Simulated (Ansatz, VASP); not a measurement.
One calculation of Zr, two programs

```
CELL_PARAMETERS angstrom
3.23188 0.00000 0.00000
-1.61594 2.79889 0.00000
0.00000 0.00000 5.17410
ATOMIC_POSITIONS crystal
Zr 0.33333 0.66667 0.25000
Zr 0.66667 0.33333 0.75000
```

Alike in both runs: task single point; functional PBE; k mesh 11 × 11 × 6; occupations fermi-dirac, width 0.6 eV; no spin polarisation.

|  | VASP | Ansatz |
| --- | --- | --- |
| version | VASP 6.6.1 | Ansatz 0.2.0 |
| potentials or method | VASP PAW PBE potentials, release 64 (Zr_sv), cutoff 520 eV | plane waves (420 eV) with PAW, scalar-relativistic |
| valence electrons in the cell | 24 | 24 |

Ansatz gave:

| Item | Value |
| --- | --- |
| pressure (GPa) | 5.1 |
| traceless stress, the component that is largest in VASP (GPa) | 1.63 |

Problem. Estimate VASP's values.

Solution. Pressure (GPa): 5.1; traceless stress, the component that is largest in VASP (GPa): 1.62.
